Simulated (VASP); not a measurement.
# TePt (P6_3/mmc) in VASP: notebook

Runs on TePt. Level: LDA. Tasks: single point.

Everything below comes from runs of VASP 6.6.1. Logs are shortened: lines on timing, memory, paths and dates and some standing lists are left out, and cuts for length are marked.

**1. The cell of the first run**

It takes space group P6_3/mmc (No. 194, hexagonal). Conventional cell: a = 4.307 Å, b = 4.307 Å, c = 5.647 Å, α = 90.00°, β = 90.00°, γ = 120.00°. Within 3.8 Å of Te (site symmetry -6m2) lie 6 Pt at 2.86 Å and 6 Te at 3.76 Å. Within 3.7 Å of Pt (site symmetry -3m) lie 2 Pt at 2.82 Å and 6 Te at 2.86 Å.

**2. Single point, LDA, collinear spin (22.68 Å³/atom)**

Contents of INCAR:

```
SYSTEM = TePt
ALGO     = Normal         ! electronic algorithm
EDIFF    = 1E-6           ! SCF threshold, eV
ENCUT    = 520            ! plane-wave cutoff, eV
ISIF     = 2              ! what is computed and relaxed
ISMEAR   = 0              ! smearing method
ISPIN    = 2              ! spin polarisation
LASPH    = .True.         ! aspherical terms in the spheres
LCHARG   = .False.        ! write CHGCAR
LMAXMIX  = 4              ! l up to which the mixer works
LORBIT   = 11             ! projections on sites
LREAL    = .False.        ! projectors in reciprocal space
LWAVE    = .False.        ! write WAVECAR
MAGMOM   = 0 0 0.062 0.062 ! initial moments
NBANDS   = 28             ! bands
NELM     = 150            ! most SCF steps
NUPDOWN  = 0.125          ! fixed moment
PREC     = Accurate       ! precision mode
SIGMA    = 0.15           ! smearing width, eV
```

Contents of KPOINTS:

```
k-points
0
Gamma
  12 12 8
  0 0 0
```

Contents of POSCAR:

```
TePt
1.0
    4.3073750233      0.0000000000      0.0000000000
   -2.1536875117      3.7302961938      0.0000000000
    0.0000000000      0.0000000000      5.6470759316
Te Pt
2 2
Direct
    0.3333333333      0.6666666667      0.2500000000
    0.6666666667      0.3333333333      0.7500000000
    0.0000000000      0.0000000000      0.0000000000
    0.0000000000      0.0000000000      0.5000000000
```

Potentials or basis: VASP PAW LDA potentials, release 64 (Te, Pt).

Started as:

```console
cat potpaw_LDA.64/Te/POTCAR potpaw_LDA.64/Pt/POTCAR > POTCAR
mpirun -np 1 vasp_std > vasp.out
```

OUTCAR:

```text
SYSTEM = TePt
   EDIFF = 1E-6
   ENCUT = 520
   ISIF = 2
   ISMEAR = 0
   ISPIN = 2
   LASPH = .True.
   LORBIT = 11
   LREAL = .False.
   NELM = 150
   NUPDOWN = 0.125
   PREC = Accurate

 ion  position               nearest neighbor table
   1  0.333  0.667  0.250-   3 2.86   4 2.86   3 2.86   4 2.86   3 2.86   4 2.86
   2  0.667  0.333  0.750-   3 2.86   4 2.86   3 2.86   4 2.86   3 2.86   4 2.86
   3  0.000  0.000  0.000-   4 2.82   4 2.82   1 2.86   2 2.86   2 2.86   1 2.86   2 2.86   1 2.86

   4  0.000  0.000  0.500-   3 2.82   3 2.82   1 2.86   2 2.86   2 2.86   1 2.86   2 2.86   1 2.86

  LATTYP: Found a hexagonal cell.
 ALAT       =     4.3073750233
 C/A-ratio  =     1.3110249052

  Lattice vectors:

 A1 = (   4.3073750233,   0.0000000000,   0.0000000000)
 A2 = (  -2.1536875117,   3.7302961938,   0.0000000000)
 A3 = (   0.0000000000,   0.0000000000,   5.6470759316)

Analysis of symmetry for initial positions (statically):
=====================================================================
 Subroutine PRICEL returns:
 Original cell was already a primitive cell.

 Routine SETGRP: Setting up the symmetry group for a
 hexagonal supercell.

 Subroutine GETGRP returns: Found 24 space group operations
 (whereof 12 operations were pure point group operations)
 out of a pool of 24 trial point group operations.

The static configuration has the point symmetry D_3d.
 The point group associated with its full space group is D_6h.

Analysis of symmetry for dynamics (positions and initial velocities):
=====================================================================
 Subroutine PRICEL returns:
 Original cell was already a primitive cell.

 Routine SETGRP: Setting up the symmetry group for a
 hexagonal supercell.

 Subroutine GETGRP returns: Found 24 space group operations
 (whereof 12 operations were pure point group operations)
 out of a pool of 24 trial point group operations.

The dynamic configuration has the point symmetry D_3d.
 The point group associated with its full space group is D_6h.

Analysis of structural, dynamic, and magnetic symmetry:
=====================================================================
 Subroutine PRICEL returns:
 Original cell was already a primitive cell.

 Routine SETGRP: Setting up the symmetry group for a
 hexagonal supercell.

 Subroutine GETGRP returns: Found 24 space group operations
 (whereof 12 operations were pure point group operations)
 out of a pool of 24 trial point group operations.

The overall configuration has the point symmetry D_3d.
 The point group associated with its full space group is D_6h.

 Subroutine INISYM returns: Found 24 space group operations
 (whereof 12 operations are pure point group operations),
 and found     1 'primitive' translations

----------------------------------------------------------------------------------------

                                     Primitive cell

  volume of cell :      90.7360

  direct lattice vectors                    reciprocal lattice vectors
     4.307375023  0.000000000  0.000000000     0.232159957  0.134037614  0.000000000
    -2.153687512  3.730296194  0.000000000     0.000000000  0.268075227  0.000000000
     0.000000000  0.000000000  5.647075932     0.000000000  0.000000000  0.177082797

  length of vectors
     4.307375023  4.307375023  5.647075932     0.268075227  0.268075227  0.177082797

  position of ions in fractional coordinates (direct lattice)
     0.333333333  0.666666667  0.250000000
     0.666666667  0.333333333  0.750000000
     0.000000000  0.000000000  0.000000000
     0.000000000  0.000000000  0.500000000

  ion indices of the primitive-cell ions
   primitive index   ion index
                 1           1
                 2           2
                 3           3
                 4           4

----------------------------------------------------------------------------------------

 KPOINTS: k-points

Automatic generation of k-mesh.
 Grid dimensions read from file:
 generate k-points for:   12   12    8

 Generating k-lattice:

  Cartesian coordinates                     Fractional coordinates (reciprocal lattice)
     0.019346663  0.011169801  0.000000000     0.083333333  0.000000000  0.000000000
     0.000000000  0.022339602  0.000000000     0.000000000  0.083333333  0.000000000
     0.000000000  0.000000000  0.022135350     0.000000000  0.000000000  0.125000000

  Length of vectors
     0.022339602  0.022339602  0.022135350

  Shift w.r.t. Gamma in fractional coordinates (k-lattice)
     0.000000000  0.000000000  0.000000000

 Subroutine IBZKPT returns following result:
 ===========================================

 Found     95 irreducible k-points:

 Following reciprocal coordinates:
            Coordinates               Weight
  0.000000  0.000000  0.000000      1.000000
  0.083333  0.000000  0.000000      6.000000
  0.166667 -0.000000  0.000000      6.000000
  0.250000  0.000000  0.000000      6.000000
  0.333333  0.000000  0.000000      6.000000
  0.416667  0.000000  0.000000      6.000000
[... 16 lines left out ...]
  0.250000  0.000000  0.125000     12.000000
  0.333333  0.000000  0.125000     12.000000
 [... further k-points ...]
   k-points           NKPTS =     95   k-points in BZ     NKDIM =     95   number of bands    NBANDS=     28
   number of dos      NEDOS =    301   number of ions     NIONS =      4
   total plane-waves  NPLWV =  43008
   dimension x,y,z NGX =    32 NGY =   32 NGZ =   42
   dimension x,y,z NGXF=    64 NGYF=   64 NGZF=   84
   ions per type =               2   2
   NGX,Y,Z   is equivalent  to a cutoff of  12.35, 12.35, 12.36 a.u.
   NGXF,Y,Z  is equivalent  to a cutoff of  24.70, 24.70, 24.73 a.u.
 SYSTEM =  TePt
   PREC   = accura    normal or accurate (medium, high low for compatibility)
   ISTART =      0    job   : 0-new  1-cont  2-samecut
   ICHARG =      2    charge: 1-file 2-atom 10-const
   ISPIN  =      2    spin polarized calculation?
   LNONCOLLINEAR =      F non collinear calculations
   LSORBIT =      F    spin-orbit coupling
   LASPH  =      T    aspherical Exc in radial PAW
   ENCUT  =  520.0 eV  38.22 Ry    6.18 a.u.   8.01  8.01 10.50*2*pi/ulx,y,z
   NELM   =    150;   NELMIN=  2; NELMDL= -5     # of ELM steps
   EDIFF  = 0.1E-05   stopping-criterion for ELM
   LREAL  =      F    real-space projection
   EDIFFG = 0.1E-04   stopping-criterion for IOM
   NSW    =      0    number of steps for IOM
   IBRION =     -1    ionic relax: 0-MD 1-quasi-New 2-CG
   NFREE  =      0    steps in history (QN), initial steepest desc. (CG)
   ISIF   =      2    stress and relaxation
   ISYM   =      2    0-nonsym 1-usesym 2-fastsym
   POTIM  = 0.5000    time-step for ionic-motion
   TEBEG  =    0.0;   TEEND  =   0.0 temperature during run
   PSTRESS=    0.0 pullay stress
   NELECT =      32.0000    total number of electrons
   NUPDOWN=       0.1250    fix difference up-down
   EMIN   =  10.00;   EMAX   =-10.00  energy-range for DOS
   EFERMI =   0.00;   METHOD = LEGACY
   ISMEAR =     0;   SIGMA  =   0.15  broadening in eV -4-tet -1-fermi 0-gaus
   EFERMI_NEDOS =   21; number of points for ismear=-14 and -15
   IALGO  =     38    algorithm
   IMIX   =      4    mixing-type and parameters
     AMIX     =   0.40;   BMIX     =  1.00
     AMIX_MAG =   1.60;   BMIX_MAG =  1.00
  volume/ion in A,a.u.               =      22.68       153.08
  Fermi-wavevector in a.u.,A,eV,Ry     =   1.156640  2.185733 18.202099  1.337817
  Thomas-Fermi vector in A             =   2.293259
   LORBIT       =     11    0 simple, 1 ext, 2 COOP (PROOUT), +10 PAW based schemes
   GGA     = CA    functional components
   LHFCALC =     F    Hartree Fock is set to
   AEXX    =    0.0000 exact exchange contribution
   IVDW    =     0    specifies the selected vdW correction
   LEPSILON=     F    determine dielectric tensor
   LRPA    =     F    only Hartree local field effects (RPA)
 spin polarized calculation
 Gauss-broadening in eV      SIGMA  =   0.15
  energy-cutoff  :      520.00
  volume of cell :       90.74
 maximum number of plane-waves:      2458
   NGX = 17   NGY = 17   NGZ = 21

 number of electron      31.9999998 magnetization       0.1249997

 Free energy of the ion-electron system (eV)
  ---------------------------------------------------
  ext. energy  EPLUGINS =         0.00000000
  ---------------------------------------------------
  free energy    TOTEN  =       -23.30299908 eV

  energy without entropy =      -23.27555805  energy(sigma->0) =      -23.28927857

 E-fermi :   8.5058     XC(G=0): -11.1495

 val. band max:        8.5841165633   @ k =   0.2500   0.0000   0.3750
 cond. band min:       8.5080134046   @ k =   0.2500   0.2500   0.0000
 fundamental gap:     -0.0761031587
 Fermi energy:         8.5899454735

 spin component 1

 k-point     1 :       0.0000    0.0000    0.0000
  band No.  band energies     occupation
      1      -5.0117      1.00000
      2      -2.5994      1.00000
      3       1.8465      1.00000
      4       2.8732      1.00000
      5       2.8732      1.00000
      6       3.4443      1.00000
[... 20 lines left out ...]
     27      16.9830      0.00000
[... 691 lines left out ...]
      6       3.8799      1.00000
[... 20 lines left out ...]
     27      19.1589      0.00000
     28      19.3357      0.00000

 [... further k-points ...]

 spin component 2

 k-point     1 :       0.0000    0.0000    0.0000
  band No.  band energies     occupation
      1      -4.9968      1.00000
      2      -2.5838      1.00000
      3       1.8612      1.00000
      4       2.8902      1.00000
      5       2.8902      1.00000
      6       3.4639      1.00000
[... 20 lines left out ...]
     27      16.9950      0.00000
[... 691 lines left out ...]
      6       3.8975      1.00000
[... 20 lines left out ...]
     27      19.1714      0.00000
     28      19.3492      0.00000

 [... further k-points ...]

------------------------ aborting loop because EDIFF is reached ----------------------------------------

  FORCE on cell =-STRESS in cart. coord.  units (eV):
  Direction    XX          YY          ZZ          XY          YZ          ZX
  --------------------------------------------------------------------------------------
  -------------------------------------------------------------------------------------
  Total       -5.0425930     -5.0425930     -5.3971306      0.0000000     -0.0000000      0.0000000
  in kB      -89.0399422    -89.0399422    -95.3002155      0.0000000     -0.0000000      0.0000000
  external PRESSURE =     -91.1267000 kB  Pullay stress =       0.0000000 kB

 VOLUME and BASIS-vectors are now :
 -----------------------------------------------------------------------------
  energy-cutoff  :      520.00
  volume of cell :       90.74
      direct lattice vectors                 reciprocal lattice vectors
     4.307375023  0.000000000  0.000000000     0.232159957  0.134037614  0.000000000
    -2.153687512  3.730296194  0.000000000     0.000000000  0.268075227  0.000000000
     0.000000000  0.000000000  5.647075932     0.000000000  0.000000000  0.177082797

 POSITION                                       TOTAL-FORCE (eV/Angst)
 -----------------------------------------------------------------------------------
     -0.00000      2.48686      1.41177         0.000000      0.000000      0.000000
      2.15369      1.24343      4.23531        -0.000000      0.000000      0.000000
      0.00000      0.00000      0.00000         0.000000      0.000000      0.000000
      0.00000      0.00000      2.82354         0.000000      0.000000      0.000000
 -----------------------------------------------------------------------------------
    total drift:                               -0.000000      0.000000      0.000000

  FREE ENERGIE OF THE ION-ELECTRON SYSTEM (eV)
  ---------------------------------------------------
  free  energy   TOTEN  =       -23.3029990785 eV

  energy  without entropy=      -23.2755580548  energy(sigma->0) =      -23.28927857

 total charge

# of ion       s       p       d       tot
------------------------------------------
    1        1.421   1.756   0.087   3.264
    2        1.421   1.756   0.087   3.264
    3        0.601   0.448   8.176   9.225
    4        0.601   0.448   8.176   9.225
--------------------------------------------------
tot          4.045   4.408  16.526  24.979

 magnetization (x)

# of ion       s       p       d       tot
------------------------------------------
    1        0.002   0.014   0.001   0.017
    2        0.002   0.014   0.001   0.017
    3        0.001   0.003   0.028   0.033
    4        0.001   0.003   0.028   0.033
--------------------------------------------------
tot          0.007   0.035   0.057   0.099
```

Wall time 4.1 min (1 thread of Intel Xeon Platinum 8488C (Sapphire Rapids), shared host); peak memory 0.43 GiB.

What came out:

* Free energy: -23.3030 eV
* Pressure: -9.1 GPa
* Net moment: 0.12 μB per cell
* Site moments: Te +0.02; Pt +0.03 μB
* Valence electrons inside the program's atomic spheres: Te 3.26; Pt 9.22

Caveat: the cell stands under tension; spin-orbit coupling is left out, which moves the levels of the heavy elements; the total moment is fixed, so each spin has its own Fermi level and the state may be an excited one.

**3. Single point, LDA, collinear spin (20.16 Å³/atom)**

This run uses another cell than the first one, of 20.16 Å³/atom.

Contents of INCAR:

```
SYSTEM = TePt
PREC     = Accurate       ! precision mode
ENCUT    = 520            ! plane-wave cutoff, eV
EDIFF    = 1E-6           ! SCF threshold, eV
ISMEAR   = 0              ! smearing method
SIGMA    = 0.15           ! smearing width, eV
LREAL    = .False.        ! projectors in reciprocal space
LASPH    = .True.         ! aspherical terms in the spheres
NELM     = 150            ! most SCF steps
ALGO     = Normal         ! electronic algorithm
ISIF     = 2              ! what is computed and relaxed
LWAVE    = .False.        ! write WAVECAR
LCHARG   = .False.        ! write CHGCAR
ISPIN    = 2              ! spin polarisation
MAGMOM   = 0 0 0.375 0.375 ! initial moments
LORBIT   = 11             ! projections on sites
NUPDOWN  = 0.75           ! fixed moment
LMAXMIX  = 4              ! l up to which the mixer works
NBANDS   = 28             ! bands
```

Contents of KPOINTS:

```
Automatic mesh
0
Gamma
  12 12 8
  0 0 0
```

Contents of POSCAR:

```
TePt
1.0
    4.1415702800      0.0000000000      0.0000000000
   -2.0707851400      3.5867050741      0.0000000000
    0.0000000000      0.0000000000      5.4297017838
Te Pt
2 2
Direct
    0.3333333333      0.6666666667      0.2500000000
    0.6666666667      0.3333333333      0.7500000000
    0.0000000000      0.0000000000      0.0000000000
    0.0000000000      0.0000000000      0.5000000000
```

Potentials or basis: VASP PAW LDA potentials, release 64 (Te, Pt).

Started as:

```console
cat potpaw_LDA.64/Te/POTCAR potpaw_LDA.64/Pt/POTCAR > POTCAR
mpirun -np 1 vasp_std > vasp.out
```

OUTCAR:

```text
SYSTEM = TePt
   PREC = Accurate
   ENCUT = 520
   EDIFF = 1E-6
   ISMEAR = 0
   LREAL = .False.
   LASPH = .True.
   NELM = 150
   ISIF = 2
   ISPIN = 2
   LORBIT = 11
   NUPDOWN = 0.75

 ion  position               nearest neighbor table
   1  0.333  0.667  0.250-   3 2.75   4 2.75   3 2.75   4 2.75   3 2.75   4 2.75   2 3.62   2 3.62
                             2 3.62   2 3.62   2 3.62   2 3.62
   2  0.667  0.333  0.750-   3 2.75   4 2.75   3 2.75   4 2.75   3 2.75   4 2.75   1 3.62   1 3.62
                             1 3.62   1 3.62   1 3.62   1 3.62
   3  0.000  0.000  0.000-   4 2.71   4 2.71   1 2.75   2 2.75   2 2.75   1 2.75   2 2.75   1 2.75

   4  0.000  0.000  0.500-   3 2.71   3 2.71   1 2.75   2 2.75   2 2.75   1 2.75   2 2.75   1 2.75

  LATTYP: Found a hexagonal cell.
 ALAT       =     4.1415702800
 C/A-ratio  =     1.3110249052

  Lattice vectors:

 A1 = (   4.1415702800,   0.0000000000,   0.0000000000)
 A2 = (  -2.0707851400,   3.5867050741,   0.0000000000)
 A3 = (   0.0000000000,   0.0000000000,   5.4297017838)

Analysis of symmetry for initial positions (statically):
=====================================================================
 Subroutine PRICEL returns:
 Original cell was already a primitive cell.

[... 1699 lines left out ...]
  -------------------------------------------------------------------------------------
  Total        3.5557045      3.5557045      3.7103586     -0.0000000      0.0000000      0.0000000
  in kB       70.6316838     70.6316838     73.7037853     -0.0000000      0.0000000      0.0000000
  external PRESSURE =      71.6557176 kB  Pullay stress =       0.0000000 kB

 VOLUME and BASIS-vectors are now :
 -----------------------------------------------------------------------------
  energy-cutoff  :      520.00
  volume of cell :       80.66
      direct lattice vectors                 reciprocal lattice vectors
     4.141570280  0.000000000  0.000000000     0.241454311  0.139403712  0.000000000
    -2.070785140  3.586705074  0.000000000     0.000000000  0.278807423  0.000000000
     0.000000000  0.000000000  5.429701784     0.000000000  0.000000000  0.184172177

 POSITION                                       TOTAL-FORCE (eV/Angst)
 -----------------------------------------------------------------------------------
     -0.00000      2.39114      1.35743        -0.000000      0.000000      0.000000
      2.07079      1.19557      4.07228         0.000000     -0.000000      0.000000
      0.00000      0.00000      0.00000         0.000000      0.000000      0.000000
      0.00000      0.00000      2.71485        -0.000000      0.000000      0.000000
 -----------------------------------------------------------------------------------
    total drift:                               -0.000000      0.000000      0.000000

  FREE ENERGIE OF THE ION-ELECTRON SYSTEM (eV)
  ---------------------------------------------------
  free  energy   TOTEN  =       -23.3147555990 eV

  energy  without entropy=      -23.2915989050  energy(sigma->0) =      -23.30317725

 total charge

# of ion       s       p       d       tot
------------------------------------------
    1        1.417   1.822   0.121   3.360
    2        1.417   1.822   0.121   3.360
    3        0.655   0.573   8.259   9.488
    4        0.655   0.573   8.259   9.488
--------------------------------------------------
tot          4.144   4.791  16.760  25.695

 magnetization (x)

# of ion       s       p       d       tot
------------------------------------------
    1        0.019   0.086   0.006   0.111
    2        0.019   0.086   0.006   0.111
    3        0.009   0.025   0.153   0.188
    4        0.009   0.025   0.153   0.188
--------------------------------------------------
tot          0.057   0.222   0.318   0.597
```

Run time: 3.2 min. Hardware: 1 thread of Intel Xeon Platinum 8488C (Sapphire Rapids), shared host; peak memory 0.4 GiB.

Results:

```
Free energy                                           : -23.3148 eV
Pressure                                              : 7.2 GPa
Net moment                                            : 0.75 μB per cell
Site moments                                          : Te +0.11; Pt +0.19 μB
Valence electrons inside the program's atomic spheres : Te 3.36; Pt 9.49
```

Caveat: the cell stands under pressure; spin-orbit coupling is left out, which moves the levels of the heavy elements; the total moment is fixed, so each spin has its own Fermi level and the state may be an excited one.

[end of part 1 of 2]
